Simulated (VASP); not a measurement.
A run of VASP 6.6.1:

POSCAR

```
C
1.0
    0.0000000000      2.2271823685      2.2271823685
    2.2271823685      0.0000000000      2.2271823685
    2.2271823685      2.2271823685      0.0000000000
C
2
Direct
    0.0000000000      0.0000000000      0.0000000000
    0.2500000000      0.2500000000      0.2500000000
```

File INCAR.step1:

```
PREC = Accurate
ENCUT = 520
ISMEAR = 0
SIGMA = 0.1
LREAL = False
LASPH = True
NELM = 100
NBANDS = 11
GGA = PE
ALGO = Normal
EDIFF = 1E-4
LWAVE = True
LCHARG = False
```

The input INCAR.step2:

```
PREC = Accurate
ENCUT = 520
EDIFF = 1E-6
ISMEAR = 0
SIGMA = 0.1
LREAL = False
LASPH = True
NELM = 100
ALGO = Normal
ISIF = 2
LWAVE = False
LCHARG = False
METAGGA = R2SCAN
LMIXTAU = True
NBANDS = 11
ISTART = 1
```

Contents of KPOINTS:

```
Automatic mesh
0
Gamma
  8 8 8
```

Potentials or basis: VASP PAW PBE potentials, release 64 (C).

Run with:

```bash
$ cat potpaw_PBE.64/C/POTCAR > POTCAR
$ cp INCAR.step1 INCAR
$ mpirun -np 1 vasp_std > vasp.out
$ cp INCAR.step2 INCAR
$ mpirun -np 1 vasp_std > vasp.out
```

Hardware: 1 thread of Intel Xeon 6975P-C (shared host).

Q: Estimate the wall time of this run.

A: It took 11 s on 1 thread of Intel Xeon 6975P-C (shared host), peak memory 0.13 GiB. Counts: k points 29.
